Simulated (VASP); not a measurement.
Write the native input for VASP 6.6.1 that does the following.

| Item | Value |
| --- | --- |
| Task | single point |
| Functional | PBEsol |
| Potentials or basis | VASP PAW PBE potentials, release 64 (Co, O) |
| Cutoff | 520 eV |
| k mesh | 24 × 24 × 24 |
| Occupations | gaussian, width 0.15 eV |
| Spin | collinear spin, ferromagnetic start |
| Starting moments | [2.57, 0.32] μB |
| Dipole correction | no |
| Further INCAR settings | ALGO = Normal; EDIFF = 1e-06; NBANDS = 18 |

The structure of CoO lies in POSCAR:

```
CoO
1.0
    0.0000000000      2.1459598345      2.1459598345
    2.1459598345      0.0000000000      2.1459598345
    2.1459598345      2.1459598345      0.0000000000
Co O
1 1
Direct
    0.0000000000      0.0000000000      0.0000000000
    0.5000000000      0.5000000000      0.5000000000
```

This cell differs from its parent crystal: strain +0.030 along x and y, +0.030 along z.

These files were run (other wordings do the same):

INCAR

```
  PREC = Accurate
  ENCUT = 520
  EDIFF = 1E-6
  ISMEAR = 0
  SIGMA = 0.15
  LREAL = F
  LASPH = T
  NELM = 150
  ALGO = Normal
  ISIF = 2
  LWAVE = F
  LCHARG = F
  ISPIN = 2
  MAGMOM = 2.57 0.32
  LORBIT = 11
  LMAXMIX = 4
  GGA = PS
  NBANDS = 18
```

KPOINTS

```
Automatic mesh
0
Gamma
  24 24 24
```

Potentials or basis: VASP PAW PBE potentials, release 64 (Co, O).

Command:

```console
$ cat potpaw_PBE.64/Co/POTCAR potpaw_PBE.64/O/POTCAR > POTCAR
$ mpirun -np 1 vasp_std > vasp.out
```

It gave:

```yaml
Pressure: -14.2 GPa
Band_gap_on_the_k_mesh: zero (filled and empty bands overlap)
Net_moment: 2.96 μB per cell
Site_moments: Co +2.58; O +0.32 μB
Valence_electrons_inside_the_program's_atomic_spheres: Co 7.76; O 4.94
```

Caveat: the cell differs from its parent crystal (strain +0.030 along x and y, +0.030 along z); the PAW data sets were made with another functional, which shifts forces and pressure a little; a cell with one magnetic atom can't hold antiferromagnetic order, which such compounds often take; semilocal functionals often make such compounds metallic where correlation or magnetic order opens a gap, which also shifts bond lengths.

Run time: 2.3 min on 1 thread of Intel(R) Xeon(R) Platinum 8488C (Sapphire Rapids), on a shared host, peak memory 0.33 GiB.
